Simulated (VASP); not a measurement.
# KRh (L10 type) (P4/mmm) in VASP: notebook

Runs on KRh (L10 type). Level: LDA. Tasks: electric field gradients.

Program: VASP 6.6.1. These are calculated values, not measurements. Logs are shortened: lines on timing, memory, paths and dates and some standing lists are left out, and cuts for length are marked.

### Step 1. The cell of the first run

The structure is tetragonal, space group P4/mmm (No. 123). The conventional cell has a = 2.683 Å, b = 2.683 Å, c = 5.224 Å, α = 90.00°, β = 90.00°, γ = 90.00°. Within 3.5 Å of K (site symmetry 4/mmm) lie 4 K at 2.68 Å and 8 Rh at 3.23 Å. Within 3.5 Å of Rh (site symmetry 4/mmm) lie 4 Rh at 2.68 Å and 8 K at 3.23 Å.

### Step 2. Electric field gradients, LDA (z stretched by +1 % at fixed volume)

The input, INCAR:

```
ALGO     = Normal         # electronic algorithm
EDIFF    = 1E-8           # SCF threshold, eV
ENCUT    = 520            # plane-wave cutoff, eV
GGA      = CA             # functional
ISIF     = 2              # what is computed and relaxed
ISMEAR   = -1             # smearing method
LASPH    = True           # aspherical terms in the spheres
LCHARG   = False          # write CHGCAR
LEFG     = True         
LREAL    = False          # projectors in reciprocal space
LWAVE    = False          # write WAVECAR
NBANDS   = 19             # bands
NELM     = 60             # most SCF steps
PREC     = Accurate       # precision mode
SIGMA    = 0.05           # smearing width, eV
```

The input, KPOINTS:

```
k-points
0
Gamma
  9 9 7
```

The input, POSCAR:

```
KRh
1.0
    2.6833142247      0.0000000000      0.0000000000
    0.0000000000      2.6833142247      0.0000000000
    0.0000000000      0.0000000000      5.2238820139
K Rh
1 1
Direct
    0.0000000000      0.0000000000      0.0000000000
    0.5000000000      0.5000000000      0.5000000000
```

Potentials or basis: VASP PAW LDA potentials, release 64 (K_sv, Rh_pv).

On the command line:

```sh
> cat potpaw_LDA.64/K_sv/POTCAR potpaw_LDA.64/Rh_pv/POTCAR > POTCAR
> mpirun -np 1 vasp_std > vasp.out
```

OUTCAR:

```text
EDIFF = 1E-8
   ENCUT = 520
   GGA = CA
   ISIF = 2
   ISMEAR = -1
   LASPH = True
   LREAL = False
   NELM = 60
   PREC = Accurate

 ion  position               nearest neighbor table
   1  0.000  0.000  0.000-   2 3.23   2 3.23   2 3.23   2 3.23   2 3.23   2 3.23   2 3.23   2 3.23

   2  0.500  0.500  0.500-   1 3.23   1 3.23   1 3.23   1 3.23   1 3.23   1 3.23   1 3.23   1 3.23

  LATTYP: Found a simple tetragonal cell.
 ALAT       =     2.6833142247
 C/A-ratio  =     1.9468021918

  Lattice vectors:

 A1 = (   2.6833142247,   0.0000000000,   0.0000000000)
 A2 = (   0.0000000000,   2.6833142247,   0.0000000000)
 A3 = (   0.0000000000,   0.0000000000,   5.2238820139)

Analysis of symmetry for initial positions (statically):
=====================================================================
 Subroutine PRICEL returns:
 Original cell was already a primitive cell.

 Routine SETGRP: Setting up the symmetry group for a
 simple tetragonal supercell.

 Subroutine GETGRP returns: Found 16 space group operations
 (whereof 16 operations were pure point group operations)
 out of a pool of 16 trial point group operations.

The static configuration has the point symmetry D_4h.

Analysis of symmetry for dynamics (positions and initial velocities):
=====================================================================
 Subroutine PRICEL returns:
 Original cell was already a primitive cell.

 Routine SETGRP: Setting up the symmetry group for a
 simple tetragonal supercell.

 Subroutine GETGRP returns: Found 16 space group operations
 (whereof 16 operations were pure point group operations)
 out of a pool of 16 trial point group operations.

The dynamic configuration has the point symmetry D_4h.

 Subroutine INISYM returns: Found 16 space group operations
 (whereof 16 operations are pure point group operations),
 and found     1 'primitive' translations

----------------------------------------------------------------------------------------

                                     Primitive cell

  volume of cell :      37.6129

  direct lattice vectors                    reciprocal lattice vectors
     2.683314225  0.000000000  0.000000000     0.372673461  0.000000000  0.000000000
     0.000000000  2.683314225  0.000000000     0.000000000  0.372673461  0.000000000
     0.000000000  0.000000000  5.223882014     0.000000000  0.000000000  0.191428520

  length of vectors
     2.683314225  2.683314225  5.223882014     0.372673461  0.372673461  0.191428520

  position of ions in fractional coordinates (direct lattice)
     0.000000000  0.000000000  0.000000000
     0.500000000  0.500000000  0.500000000

  ion indices of the primitive-cell ions
   primitive index   ion index
                 1           1
                 2           2

----------------------------------------------------------------------------------------

 KPOINTS: k-points

Automatic generation of k-mesh.
 Grid dimensions read from file:
 generate k-points for:    9    9    7

 Generating k-lattice:

  Cartesian coordinates                     Fractional coordinates (reciprocal lattice)
     0.041408162  0.000000000  0.000000000     0.111111111  0.000000000  0.000000000
     0.000000000  0.041408162  0.000000000     0.000000000  0.111111111  0.000000000
     0.000000000  0.000000000  0.027346931     0.000000000  0.000000000  0.142857143

  Length of vectors
     0.041408162  0.041408162  0.027346931

  Shift w.r.t. Gamma in fractional coordinates (k-lattice)
     0.000000000  0.000000000  0.000000000

 Subroutine IBZKPT returns following result:
 ===========================================

 Found     60 irreducible k-points:

 Following reciprocal coordinates:
            Coordinates               Weight
  0.000000  0.000000  0.000000      1.000000
  0.111111  0.000000  0.000000      4.000000
  0.222222  0.000000  0.000000      4.000000
  0.333333  0.000000  0.000000      4.000000
  0.444444  0.000000  0.000000      4.000000
  0.111111  0.111111  0.000000      4.000000
[... 16 lines left out ...]
  0.333333  0.111111  0.142857     16.000000
  0.444444  0.111111  0.142857     16.000000
 [... further k-points ...]
   k-points           NKPTS =     60   k-points in BZ     NKDIM =     60   number of bands    NBANDS=     19
   number of dos      NEDOS =    301   number of ions     NIONS =      2
   total plane-waves  NPLWV =  16000
   dimension x,y,z NGX =    20 NGY =   20 NGZ =   40
   dimension x,y,z NGXF=    40 NGYF=   40 NGZF=   80
   ions per type =               1   1
   NGX,Y,Z   is equivalent  to a cutoff of  12.39, 12.39, 12.73 a.u.
   NGXF,Y,Z  is equivalent  to a cutoff of  24.78, 24.78, 25.46 a.u.
 SYSTEM =  unknown system
   PREC   = accura    normal or accurate (medium, high low for compatibility)
   ISTART =      0    job   : 0-new  1-cont  2-samecut
   ICHARG =      2    charge: 1-file 2-atom 10-const
   ISPIN  =      1    spin polarized calculation?
   LNONCOLLINEAR =      F non collinear calculations
   LSORBIT =      F    spin-orbit coupling
   LASPH  =      T    aspherical Exc in radial PAW
   ENCUT  =  520.0 eV  38.22 Ry    6.18 a.u.   4.99  4.99  9.71*2*pi/ulx,y,z
   NELM   =     60;   NELMIN=  2; NELMDL= -5     # of ELM steps
   EDIFF  = 0.1E-07   stopping-criterion for ELM
   LREAL  =      F    real-space projection
   EDIFFG = 0.1E-06   stopping-criterion for IOM
   NSW    =      0    number of steps for IOM
   IBRION =     -1    ionic relax: 0-MD 1-quasi-New 2-CG
   NFREE  =      0    steps in history (QN), initial steepest desc. (CG)
   ISIF   =      2    stress and relaxation
   ISYM   =      2    0-nonsym 1-usesym 2-fastsym
   POTIM  = 0.5000    time-step for ionic-motion
   TEBEG  =    0.0;   TEEND  =   0.0 temperature during run
   PSTRESS=    0.0 pullay stress
   NELECT =      24.0000    total number of electrons
   NUPDOWN=      -1.0000    fix difference up-down
   EMIN   =  10.00;   EMAX   =-10.00  energy-range for DOS
   EFERMI =   0.00;   METHOD = LEGACY
   ISMEAR =    -1;   SIGMA  =   0.05  broadening in eV -4-tet -1-fermi 0-gaus
   EFERMI_NEDOS =   21; number of points for ismear=-14 and -15
   IALGO  =     38    algorithm
   IMIX   =      4    mixing-type and parameters
     AMIX     =   0.40;   BMIX     =  1.00
     AMIX_MAG =   1.60;   BMIX_MAG =  1.00
  volume/ion in A,a.u.               =      18.81       126.91
  Fermi-wavevector in a.u.,A,eV,Ry     =   1.409396  2.663373 27.026582  1.986398
  Thomas-Fermi vector in A             =   2.531456
   LORBIT       =      0    0 simple, 1 ext, 2 COOP (PROOUT), +10 PAW based schemes
   GGA     = CA    functional components
   LHFCALC =     F    Hartree Fock is set to
   AEXX    =    0.0000 exact exchange contribution
   IVDW    =     0    specifies the selected vdW correction
   LEPSILON=     F    determine dielectric tensor
   LRPA    =     F    only Hartree local field effects (RPA)
 non-spin polarized calculation
  energy-cutoff  :      520.00
  volume of cell :       37.61
 maximum number of plane-waves:      1033
 NGX is ok and might be reduce to    20
   NGX =  9   NGY =  9   NGZ = 19

 number of electron      23.9999996 magnetization

 Free energy of the ion-electron system (eV)
  ---------------------------------------------------
  ext. energy  EPLUGINS =         0.00000000
  ---------------------------------------------------
  free energy    TOTEN  =        -8.20658186 eV

  energy without entropy =       -8.18334112  energy(sigma->0) =       -8.19496149

 E-fermi :   5.5490     XC(G=0): -11.5071

 val. band max:        5.5346964579   @ k =   0.3333   0.1111   0.2857
 cond. band min:       5.5600269978   @ k =   0.2222   0.0000   0.0000
 fundamental gap:      0.0253305398
 Fermi energy:         5.5490293832

 k-point     1 :       0.0000    0.0000    0.0000
  band No.  band energies     occupation
      1     -39.7556      2.00000
      2     -39.7556      2.00000
      3     -39.6951      2.00000
      4     -26.2099      2.00000
      5      -9.6544      2.00000
      6      -8.0895      2.00000
[... 11 lines left out ...]
     18      15.5688      0.00000
     19      16.3738      0.00000
[... 485 lines left out ...]
 k-point    24 :       0.4444    0.1111    0.1429
  band No.  band energies     occupation
      1     -40.1450      2.00000
      2     -39.7695      2.00000
      3     -39.6490      2.00000
      4     -25.4910      2.00000
      5     -11.2632      2.00000
      6      -9.0158      2.00000
[... 11 lines left out ...]
     18      14.7120      0.00000
     19      15.7311      0.00000

 [... further k-points ...]

------------------------ aborting loop because EDIFF is reached ----------------------------------------

  FORCE on cell =-STRESS in cart. coord.  units (eV):
  Direction    XX          YY          ZZ          XY          YZ          ZX
  --------------------------------------------------------------------------------------
  -------------------------------------------------------------------------------------
  Total        0.3374811      0.3374811     -0.1739803      0.0000000      0.0000000      0.0000000
  in kB       14.3755228     14.3755228     -7.4109546      0.0000000      0.0000000      0.0000000
  external PRESSURE =       7.1133637 kB  Pullay stress =       0.0000000 kB

 VOLUME and BASIS-vectors are now :
 -----------------------------------------------------------------------------
  energy-cutoff  :      520.00
  volume of cell :       37.61
      direct lattice vectors                 reciprocal lattice vectors
     2.683314225  0.000000000  0.000000000     0.372673461  0.000000000  0.000000000
     0.000000000  2.683314225  0.000000000     0.000000000  0.372673461  0.000000000
     0.000000000  0.000000000  5.223882014     0.000000000  0.000000000  0.191428520

 POSITION                                       TOTAL-FORCE (eV/Angst)
 -----------------------------------------------------------------------------------
      0.00000      0.00000      0.00000         0.000000      0.000000      0.000000
      1.34166      1.34166      2.61194         0.000000      0.000000      0.000000
 -----------------------------------------------------------------------------------
    total drift:                               -0.000000      0.000000      0.000000

  FREE ENERGIE OF THE ION-ELECTRON SYSTEM (eV)
  ---------------------------------------------------
  free  energy   TOTEN  =        -8.2065818643 eV

  energy  without entropy=       -8.1833411246  energy(sigma->0) =       -8.19496149

 Electric field gradients (V/A^2)
---------------------------------------------------------------------
 ion       V_xx      V_yy      V_zz      V_xy      V_xz      V_yz
---------------------------------------------------------------------
   1      43.292    43.292   -86.584     0.000     0.000     0.000
   2       9.365     9.365   -18.730     0.000    -0.000     0.000
---------------------------------------------------------------------

 Electric field gradients after diagonalization (V/A^2)
 (convention: |V_zz| > |V_xx| > |V_yy|)
----------------------------------------------------------------------
 ion       V_xx      V_yy      V_zz     asymmetry (V_yy - V_xx)/ V_zz
----------------------------------------------------------------------
   1      43.292    43.292   -86.584       0.000
   2       9.365     9.365   -18.730       0.000
----------------------------------------------------------------------

           NMR quadrupolar parameters

 Cq : quadrupolar parameter    Cq=e*Q*V_zz/h
 eta: asymmetry parameters     (V_yy - V_xx)/ V_zz
 Q  : nuclear electric quadrupole moment in mb (millibarn)
----------------------------------------------------------------------
 ion       Cq(MHz)       eta       Q (mb)
----------------------------------------------------------------------
   1      -0.209       0.000       1.000
   2      -0.045       0.000       1.000
----------------------------------------------------------------------
```

It took 28 s on 1 thread of AMD EPYC 7R43 (Zen 3), shared host; peak memory 0.13 GiB.

What came out:

- Free energy: -8.2066 eV
- Pressure: 0.7 GPa
- Band gap on the k mesh: zero (bands 12 and 13 overlap by 1.96 eV)
- Largest electric field gradient by atom: K -86.6; Rh -18.7 V/Å²

Stress tensor (GPa, compression positive):
```
 1.44  0.00  0.00
 0.00  1.44  0.00
 0.00  0.00 -0.74
```

Electric field gradients, principal values (V/Å²):
| atom | least | middle | greatest (by size) |
| --- | --- | --- | --- |
| 1 K | 43.292 | 43.292 | -86.584 |
| 2 Rh | 9.365 | 9.365 | -18.730 |

Caveat: without QUAD_EFG the Cq values of the log hold for a quadrupole moment of 1 mb, not for the nuclei.

[end of part 1 of 2]
